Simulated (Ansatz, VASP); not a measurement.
# One calculation of AlN, two programs

Contents of INCAR:

```
  ALGO = Normal
  EDIFF = 1E-7
  ENCUT = 520
  GGA = PE
  ISIF = 2
  ISMEAR = 0
  LASPH = T
  LCHARG = F
  LREAL = F
  LWAVE = F
  NBANDS = 16
  NELM = 100
  PREC = Accurate
  SIGMA = 0.05
```

KPOINTS

```
k-points
0
Gamma
  12 12 6
```

The input POSCAR:

```
AlN
1.0
    3.1302395627      0.0000000000      0.0000000000
   -1.5651197814      2.7108669813      0.0000000000
    0.0000000000      0.0000000000      5.0179796546
Al N
2 2
Direct
    0.1895743683      0.6666666667     -0.0879488083
    0.6666666667      0.3333333333      0.5017287175
    0.3333333333      0.6666666667      0.3832712825
    0.6666666667      0.3333333333      0.8832712825
```

Input for Ansatz:

```yaml
crystal:
  lattice:
    - [3.1302395627, 0.0, 0.0]
    - [-1.5651197814, 2.7108669813, 0.0]
    - [0.0, 0.0, 5.0179796546]
  atoms:
    - { symbol: Al, position: [0.1895743683, 0.6666666667, -0.0879488083] }
    - { symbol: Al, position: [0.6666666667, 0.3333333333, 0.5017287175] }
    - { symbol: "N", position: [0.3333333333, 0.6666666667, 0.3832712825] }
    - { symbol: "N", position: [0.6666666667, 0.3333333333, 0.8832712825] }
basis:
  ecutwfc: 420
kpoints:
  mp_grid: { grid: [12, 12, 6] }
hamiltonian:
  xc: pbe
scf:
  occupations: { method: gaussian, width: 0.05 }
output:
  forces: true
  stress: true
  eigenvalues: true
```

Alike in both runs: task single point; functional PBE; k mesh 12 × 12 × 6; occupations gaussian, width 0.05 eV; no spin polarisation.

|  | VASP | Ansatz |
| --- | --- | --- |
| version | VASP 6.6.1 | Ansatz 0.2.0 |
| potentials or method | VASP PAW PBE potentials, release 64 (Al, N), cutoff 520 eV | scalar-relativistic, plane waves, PAW |
| valence electrons in the cell | 16 | 16 |

|  | VASP | Ansatz | Ansatz less VASP |
| --- | --- | --- | --- |
| gap on the k mesh at the Fermi level (eV) | 2.80 | 2.80 | -0.001 |
| least direct gap on the mesh (eV) | 2.80 | 2.80 | -0.001 |
| rms of the force components (eV/Å) | 7.939 | 7.938 | -0.0009 |

Atom by atom the forces differ by 0.007 eV/Å (rms over components). The functional is the same, so the differences come from potentials, cutoffs and numerics.
